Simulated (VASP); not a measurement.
# CdS (Pm-3m) in VASP: notebook

CdS is run at these levels: PBE, PBEsol; tasks: single point.

Program: VASP 6.6.1. These are calculated values, not measurements. Logs are shortened: lines on timing, memory, paths and dates and some standing lists are left out, and cuts for length are marked.

**1. The cell of the first run**

It takes space group Pm-3m (No. 221, cubic). Conventional cell: a = 3.387 Å, b = 3.387 Å, c = 3.387 Å, α = 90.00°, β = 90.00°, γ = 90.00°. Within 3.9 Å of Cd (site symmetry m-3m) lie 8 S at 2.93 Å and 6 Cd at 3.39 Å. S (site symmetry m-3m) has 8 Cd at 2.93 Å and 6 S at 3.39 Å within 3.9 Å.

**2. Single point, PBE**

Input file INCAR:

```
SYSTEM = CdS
PREC = Accurate
ENCUT = 500
EDIFF = 1E-6
ISMEAR = 1
SIGMA = 0.05
LREAL = .FALSE.
LASPH = .TRUE.
NELM = 120
ALGO = Normal
ISIF = 2
LWAVE = .FALSE.
LCHARG = .TRUE.
GGA = PE
LELF = .TRUE.
LVHAR = .TRUE.
NBANDS = 16
GGA_COMPAT = .FALSE.
```

Input file KPOINTS:

```
Automatic mesh
0
G
  6 6 6
  0 0 0
```

Input file POSCAR:

```
CdS
1.0
    3.3869086123      0.0000000000      0.0000000000
    0.0000000000      3.3869086123      0.0000000000
    0.0000000000      0.0000000000      3.3869086123
Cd S
1 1
Direct
    0.0000000000      0.0000000000      0.0000000000
    0.5000000000      0.5000000000      0.5000000000
```

Potentials or basis: VASP PAW PBE potentials, release 64 (Cd, S).

Started as:

```bash
$ cat potpaw_PBE.64/Cd/POTCAR potpaw_PBE.64/S/POTCAR > POTCAR
$ mpirun -np 1 vasp_std > vasp.out
```

OUTCAR:

```text
SYSTEM = CdS
   PREC = Accurate
   ENCUT = 500
   EDIFF = 1E-6
   ISMEAR = 1
   LREAL = .FALSE.
   LASPH = .TRUE.
   NELM = 120
   ISIF = 2
   GGA = PE

 ion  position               nearest neighbor table
   1  0.000  0.000  0.000-   2 2.93   2 2.93   2 2.93   2 2.93   2 2.93   2 2.93   2 2.93   2 2.93

   2  0.500  0.500  0.500-   1 2.93   1 2.93   1 2.93   1 2.93   1 2.93   1 2.93   1 2.93   1 2.93

  LATTYP: Found a simple cubic cell.
 ALAT       =     3.3869086123

  Lattice vectors:

 A1 = (   3.3869086123,   0.0000000000,   0.0000000000)
 A2 = (   0.0000000000,   3.3869086123,   0.0000000000)
 A3 = (   0.0000000000,   0.0000000000,   3.3869086123)

Analysis of symmetry for initial positions (statically):
=====================================================================
 Subroutine PRICEL returns:
 Original cell was already a primitive cell.

 Routine SETGRP: Setting up the symmetry group for a
 simple cubic supercell.

 Subroutine GETGRP returns: Found 48 space group operations
 (whereof 48 operations were pure point group operations)
 out of a pool of 48 trial point group operations.

The static configuration has the point symmetry O_h .

Analysis of symmetry for dynamics (positions and initial velocities):
=====================================================================
 Subroutine PRICEL returns:
 Original cell was already a primitive cell.

 Routine SETGRP: Setting up the symmetry group for a
 simple cubic supercell.

 Subroutine GETGRP returns: Found 48 space group operations
 (whereof 48 operations were pure point group operations)
 out of a pool of 48 trial point group operations.

The dynamic configuration has the point symmetry O_h .

 Subroutine INISYM returns: Found 48 space group operations
 (whereof 48 operations are pure point group operations),
 and found     1 'primitive' translations

----------------------------------------------------------------------------------------

                                     Primitive cell

  volume of cell :      38.8517

  direct lattice vectors                    reciprocal lattice vectors
     3.386908612  0.000000000  0.000000000     0.295254497  0.000000000  0.000000000
     0.000000000  3.386908612  0.000000000     0.000000000  0.295254497  0.000000000
     0.000000000  0.000000000  3.386908612     0.000000000  0.000000000  0.295254497

  length of vectors
     3.386908612  3.386908612  3.386908612     0.295254497  0.295254497  0.295254497

  position of ions in fractional coordinates (direct lattice)
     0.000000000  0.000000000  0.000000000
     0.500000000  0.500000000  0.500000000

  ion indices of the primitive-cell ions
   primitive index   ion index
                 1           1
                 2           2

----------------------------------------------------------------------------------------

 KPOINTS: Automatic mesh

Automatic generation of k-mesh.
 Grid dimensions read from file:
 generate k-points for:    6    6    6

 Generating k-lattice:

  Cartesian coordinates                     Fractional coordinates (reciprocal lattice)
     0.049209083  0.000000000  0.000000000     0.166666667  0.000000000  0.000000000
     0.000000000  0.049209083  0.000000000     0.000000000  0.166666667  0.000000000
     0.000000000  0.000000000  0.049209083     0.000000000  0.000000000  0.166666667

  Length of vectors
     0.049209083  0.049209083  0.049209083

  Shift w.r.t. Gamma in fractional coordinates (k-lattice)
     0.000000000  0.000000000  0.000000000

 Subroutine IBZKPT returns following result:
 ===========================================

 Found     20 irreducible k-points:

 Following reciprocal coordinates:
            Coordinates               Weight
  0.000000  0.000000  0.000000      1.000000
  0.166667  0.000000  0.000000      6.000000
  0.333333  0.000000  0.000000      6.000000
  0.500000  0.000000  0.000000      3.000000
  0.166667  0.166667  0.000000     12.000000
  0.333333  0.166667  0.000000     24.000000
[... 12 lines left out ...]
  0.500000  0.500000  0.333333      6.000000
  0.500000  0.500000  0.500000      1.000000
   k-points           NKPTS =     20   k-points in BZ     NKDIM =     20   number of bands    NBANDS=     16
   number of dos      NEDOS =    301   number of ions     NIONS =      2
   total plane-waves  NPLWV =  21952
   dimension x,y,z NGX =    28 NGY =   28 NGZ =   28
   dimension x,y,z NGXF=    56 NGYF=   56 NGZF=   56
   ions per type =               1   1
   NGX,Y,Z   is equivalent  to a cutoff of  13.74, 13.74, 13.74 a.u.
   NGXF,Y,Z  is equivalent  to a cutoff of  27.49, 27.49, 27.49 a.u.
 SYSTEM =  CdS
   PREC   = accura    normal or accurate (medium, high low for compatibility)
   ISTART =      0    job   : 0-new  1-cont  2-samecut
   ICHARG =      2    charge: 1-file 2-atom 10-const
   ISPIN  =      1    spin polarized calculation?
   LNONCOLLINEAR =      F non collinear calculations
   LSORBIT =      F    spin-orbit coupling
   LASPH  =      T    aspherical Exc in radial PAW
   ENCUT  =  500.0 eV  36.75 Ry    6.06 a.u.   6.18  6.18  6.18*2*pi/ulx,y,z
   NELM   =    120;   NELMIN=  2; NELMDL= -5     # of ELM steps
   EDIFF  = 0.1E-05   stopping-criterion for ELM
   LREAL  =      F    real-space projection
   EDIFFG = 0.1E-04   stopping-criterion for IOM
   NSW    =      0    number of steps for IOM
   IBRION =     -1    ionic relax: 0-MD 1-quasi-New 2-CG
   NFREE  =      0    steps in history (QN), initial steepest desc. (CG)
   ISIF   =      2    stress and relaxation
   ISYM   =      2    0-nonsym 1-usesym 2-fastsym
   POTIM  = 0.5000    time-step for ionic-motion
   TEBEG  =    0.0;   TEEND  =   0.0 temperature during run
   PSTRESS=    0.0 pullay stress
   NELECT =      18.0000    total number of electrons
   NUPDOWN=      -1.0000    fix difference up-down
   EMIN   =  10.00;   EMAX   =-10.00  energy-range for DOS
   EFERMI =   0.00;   METHOD = LEGACY
   ISMEAR =     1;   SIGMA  =   0.05  broadening in eV -4-tet -1-fermi 0-gaus
   EFERMI_NEDOS =   21; number of points for ismear=-14 and -15
   IALGO  =     38    algorithm
   IMIX   =      4    mixing-type and parameters
     AMIX     =   0.40;   BMIX     =  1.00
     AMIX_MAG =   1.60;   BMIX_MAG =  1.00
  volume/ion in A,a.u.               =      19.43       131.09
  Fermi-wavevector in a.u.,A,eV,Ry     =   1.266763  2.393836 21.833128  1.604690
  Thomas-Fermi vector in A             =   2.399947
   LORBIT       =      0    0 simple, 1 ext, 2 COOP (PROOUT), +10 PAW based schemes
   GGA     = PE    functional components
   LHFCALC =     F    Hartree Fock is set to
   AEXX    =    0.0000 exact exchange contribution
   IVDW    =     0    specifies the selected vdW correction
   LEPSILON=     F    determine dielectric tensor
   LRPA    =     F    only Hartree local field effects (RPA)
 non-spin polarized calculation
 Methfessel and Paxton  Order N= 1 SIGMA  =   0.05
  energy-cutoff  :      500.00
  volume of cell :       38.85
 maximum number of plane-waves:      1021
 NGX is ok and might be reduce to    28
   NGX = 13   NGY = 13   NGZ = 13

 number of electron      17.9999993 magnetization

 Free energy of the ion-electron system (eV)
  ---------------------------------------------------
  ext. energy  EPLUGINS =         0.00000000
  ---------------------------------------------------
  free energy    TOTEN  =        -4.85926942 eV

  energy without entropy =       -4.85783905  energy(sigma->0) =       -4.85879263

 E-fermi :   4.1077     XC(G=0): -10.8073

 val. band max:        4.1047894553   @ k =   0.5000   0.3333   0.0000
 cond. band min:       4.1135947804   @ k =   0.5000   0.5000   0.0000
 fundamental gap:      0.0088053251
 Fermi energy:         4.1076903516

 k-point     1 :       0.0000    0.0000    0.0000
  band No.  band energies     occupation
      1      -9.4090      2.00000
      2      -4.8033      2.00000
      3      -4.8033      2.00000
      4      -4.2067      2.00000
      5      -4.2067      2.00000
      6      -4.2067      2.00000
[... 8 lines left out ...]
     15      15.8027      0.00000
     16      18.5502      0.00000

 k-point     2 :       0.1667    0.0000    0.0000
  band No.  band energies     occupation
      1      -9.1859      2.00000
      2      -4.7864      2.00000
      3      -4.7231      2.00000
      4      -4.2790      2.00000
      5      -4.2790      2.00000
      6      -4.1999      2.00000
[... 8 lines left out ...]
     15      15.0632      0.00000
     16      18.5382      0.00000

 k-point     3 :       0.3333    0.0000    0.0000
  band No.  band energies     occupation
      1      -8.6476      2.00000
      2      -4.7523      2.00000
      3      -4.6262      2.00000
      4      -4.4162      2.00000
      5      -4.4162      2.00000
      6      -4.1865      2.00000
[... 8 lines left out ...]
     15      17.1102      0.00000
     16      17.2134      0.00000

 k-point     4 :       0.5000    0.0000    0.0000
  band No.  band energies     occupation
      1      -8.3030      2.00000
      2      -4.7352      2.00000
      3      -4.6609      2.00000
      4      -4.4814      2.00000
      5      -4.4814      2.00000
      6      -4.1798      2.00000
[... 8 lines left out ...]
     15      16.3478      0.00000
     16      18.5002      0.00000
[... 248 lines left out ...]
 k-point    18 :       0.5000    0.3333    0.3333
  band No.  band energies     occupation
      1      -7.4704      2.00000
      2      -4.8126      2.00000
      3      -4.7141      2.00000
      4      -4.2641      2.00000
      5      -4.2143      2.00000
      6      -4.0901      2.00000
[... 8 lines left out ...]
     15      17.4808      0.00000
     16      19.4294      0.00000

 k-point    19 :       0.5000    0.5000    0.3333
  band No.  band energies     occupation
      1      -7.2266      2.00000
      2      -4.8125      2.00000
      3      -4.8125      2.00000
      4      -4.5329      2.00000
      5      -4.1498      2.00000
      6      -4.0023      2.00000
[... 8 lines left out ...]
     15      20.2490      0.00000
     16      20.2490      0.00000

 k-point    20 :       0.5000    0.5000    0.5000
  band No.  band energies     occupation
      1      -6.8445      2.00000
      2      -4.9294      2.00000
      3      -4.9294      2.00000
      4      -4.9294      2.00000
      5      -3.9996      2.00000
      6      -3.9996      2.00000
[... 8 lines left out ...]
     15      21.4733      0.00000
     16      21.4733      0.00000

------------------------ aborting loop because EDIFF is reached ----------------------------------------

  FORCE on cell =-STRESS in cart. coord.  units (eV):
  Direction    XX          YY          ZZ          XY          YZ          ZX
  --------------------------------------------------------------------------------------
  -------------------------------------------------------------------------------------
  Total        0.4914372      0.4914372      0.4914372      0.0000000      0.0000000      0.0000000
  in kB       20.2660045     20.2660045     20.2660045      0.0000000      0.0000000      0.0000000
  external PRESSURE =      20.2660045 kB  Pullay stress =       0.0000000 kB

 VOLUME and BASIS-vectors are now :
 -----------------------------------------------------------------------------
  energy-cutoff  :      500.00
  volume of cell :       38.85
      direct lattice vectors                 reciprocal lattice vectors
     3.386908612  0.000000000  0.000000000     0.295254497  0.000000000  0.000000000
     0.000000000  3.386908612  0.000000000     0.000000000  0.295254497  0.000000000
     0.000000000  0.000000000  3.386908612     0.000000000  0.000000000  0.295254497

 POSITION                                       TOTAL-FORCE (eV/Angst)
 -----------------------------------------------------------------------------------
      0.00000      0.00000      0.00000         0.000000      0.000000      0.000000
      1.69345      1.69345      1.69345         0.000000      0.000000      0.000000
 -----------------------------------------------------------------------------------
    total drift:                                0.000000      0.000000      0.000000

  FREE ENERGIE OF THE ION-ELECTRON SYSTEM (eV)
  ---------------------------------------------------
  free  energy   TOTEN  =        -4.8592694220 eV

  energy  without entropy=       -4.8578390513  energy(sigma->0) =       -4.85879263
```

Wall time 11 s (1 thread of AMD EPYC 7R13 (Zen 3), shared host); peak memory 0.13 GiB.

Results:

```yaml
Free_energy: -4.8593 eV
Pressure: 2.0 GPa
Band_gap_on_the_k_mesh: zero (band 9 reaches 4.10 eV, above the bottom of band 10 at 3.07 eV)
```

**3. Single point, PBE**

Input file INCAR:

```
SYSTEM = CdS
PREC = Accurate
ENCUT = 500
EDIFF = 1E-6
ISMEAR = 1
SIGMA = 0.001
LREAL = .False.
LASPH = .True.
NELM = 120
ALGO = Normal
ISIF = 2
LWAVE = .False.
LCHARG = .False.
GGA = PE
NBANDS = 16
GGA_COMPAT = .False.
```

Input file KPOINTS:

```
Automatic mesh
0
Gamma
  6 6 6
  0 0 0
```

POSCAR is that of step 2.

Potentials or basis: VASP PAW PBE potentials, release 64 (Cd, S).

Started as:

```bash
$ cat potpaw_PBE.64/Cd/POTCAR potpaw_PBE.64/S/POTCAR > POTCAR
$ mpirun -np 1 vasp_std > vasp.out
```

OUTCAR:

```text
SYSTEM = CdS
   PREC = Accurate
   ENCUT = 500
   EDIFF = 1E-6
   ISMEAR = 1
   LREAL = .False.
   LASPH = .True.
   NELM = 120
   ISIF = 2
   GGA = PE

 ion  position               nearest neighbor table
   1  0.000  0.000  0.000-   2 2.93   2 2.93   2 2.93   2 2.93   2 2.93   2 2.93   2 2.93   2 2.93

   2  0.500  0.500  0.500-   1 2.93   1 2.93   1 2.93   1 2.93   1 2.93   1 2.93   1 2.93   1 2.93

  LATTYP: Found a simple cubic cell.
 ALAT       =     3.3869086123

  Lattice vectors:

 A1 = (   3.3869086123,   0.0000000000,   0.0000000000)
[... 561 lines left out ...]

  FORCE on cell =-STRESS in cart. coord.  units (eV):
  Direction    XX          YY          ZZ          XY          YZ          ZX
  --------------------------------------------------------------------------------------
  -------------------------------------------------------------------------------------
  Total        0.5007005      0.5007005      0.5007005      0.0000000     -0.0000000      0.0000000
  in kB       20.6480072     20.6480072     20.6480072      0.0000000     -0.0000000      0.0000000
  external PRESSURE =      20.6480072 kB  Pullay stress =       0.0000000 kB

 VOLUME and BASIS-vectors are now :
 -----------------------------------------------------------------------------
  energy-cutoff  :      500.00
  volume of cell :       38.85
      direct lattice vectors                 reciprocal lattice vectors
     3.386908612  0.000000000  0.000000000     0.295254497  0.000000000  0.000000000
     0.000000000  3.386908612  0.000000000     0.000000000  0.295254497  0.000000000
     0.000000000  0.000000000  3.386908612     0.000000000  0.000000000  0.295254497

 POSITION                                       TOTAL-FORCE (eV/Angst)
 -----------------------------------------------------------------------------------
      0.00000      0.00000      0.00000         0.000000      0.000000      0.000000
      1.69345      1.69345      1.69345         0.000000      0.000000      0.000000
 -----------------------------------------------------------------------------------
    total drift:                               -0.000000      0.000000      0.000000

  FREE ENERGIE OF THE ION-ELECTRON SYSTEM (eV)
  ---------------------------------------------------
  free  energy   TOTEN  =        -4.8583652483 eV

  energy  without entropy=       -4.8583500335  energy(sigma->0) =       -4.85836018
```

OSZICAR:

```text
N       E                     dE             d eps       ncg     rms          rms(c)
DAV:   1     0.105282999498E+03    0.10528E+03   -0.91906E+03   672   0.104E+03
DAV:   2    -0.227615287491E+01   -0.10756E+03   -0.99672E+02   792   0.252E+02
DAV:   3    -0.566692239238E+01   -0.33908E+01   -0.33828E+01   752   0.472E+01
DAV:   4    -0.567976779066E+01   -0.12845E-01   -0.12845E-01   840   0.295E+00
DAV:   5    -0.567986331526E+01   -0.95525E-04   -0.95524E-04   752   0.251E-01    0.698E+00
DAV:   6    -0.488381705070E+01    0.79605E+00   -0.12370E+00   824   0.133E+01    0.629E+00
DAV:   7    -0.486498671987E+01    0.18830E-01   -0.14787E-01   744   0.306E+00    0.344E+00
DAV:   8    -0.485843902390E+01    0.65477E-02   -0.11341E-02   784   0.121E+00    0.213E-01
DAV:   9    -0.485832690056E+01    0.11212E-03   -0.44008E-04   784   0.237E-01    0.629E-02
DAV:  10    -0.485835888646E+01   -0.31986E-04   -0.12982E-04   760   0.945E-02    0.580E-02
DAV:  11    -0.485836553084E+01   -0.66444E-05   -0.10334E-05   672   0.358E-02    0.847E-03
DAV:  12    -0.485836524833E+01    0.28251E-06   -0.20568E-07   464   0.629E-03
   1 F= -.48583652E+01 E0= -.48583602E+01  d E =-.152148E-04
```

stdout:

```text
POSCAR found type information on POSCAR CdS
 POSCAR found :  2 types and       2 ions
 scaLAPACK will be used
 LDA part: xc-table for (Slater+PW92), standard interpolation
 POSCAR, INCAR and KPOINTS ok, starting setup
 FFT: planning ... GRIDC
 FFT: planning ... GRID_SOFT
 FFT: planning ... GRID
 WAVECAR not read
 entering main loop
```

It took 10 s on 1 thread of AMD EPYC 7R13 (Zen 3), shared host; peak memory 0.12 GiB.

Results:

```
Free energy            : -4.8584 eV
Pressure               : 2.1 GPa
Band gap on the k mesh : zero (band 9 reaches 4.10 eV, above the bottom of band 10 at 3.07 eV)
```

(Continued in part 2 of 2.)
